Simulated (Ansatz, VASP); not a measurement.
## One calculation of Cd2S, two programs

```
Cd S
1.0
     1.88330   -5.63430    0.00000
     1.88330    5.63430    0.00000
     0.00000    0.00000    3.85822
Cd S
2 1
Direct
  0.34774 0.65226 0.00000
  0.65226 0.34774 0.00000
  0.50000 0.50000 0.50000
```

Alike in both runs: task relaxation of cell and atoms; functional PBE; k mesh 10 × 10 × 10; occupations gaussian, width 0.01 eV; no spin polarisation.

|  | VASP | Ansatz |
| --- | --- | --- |
| version | VASP 6.6.1 | Ansatz 0.2.0 |
| potentials or method | VASP PAW PBE potentials, release 64 (Cd, S), cutoff 600 eV | scalar-relativistic, plane waves, PAW |
| valence electrons in the cell | 30 | 46 |

```csv
,VASP,Ansatz,Ansatz less VASP
"gap on the k mesh at the Fermi level, each at its own relaxed structure (eV)",0.10,0.10,-0.005
relaxed volume (Å³/atom),27.62,27.51,-0.113
relaxed length of the cell vector where the two differ most in proportion (Å),3.853,3.845,-0.0079
```

VASP's potentials hold 30 valence electrons a cell and Ansatz's 46, so a difference there can come from the potentials and not from the codes.
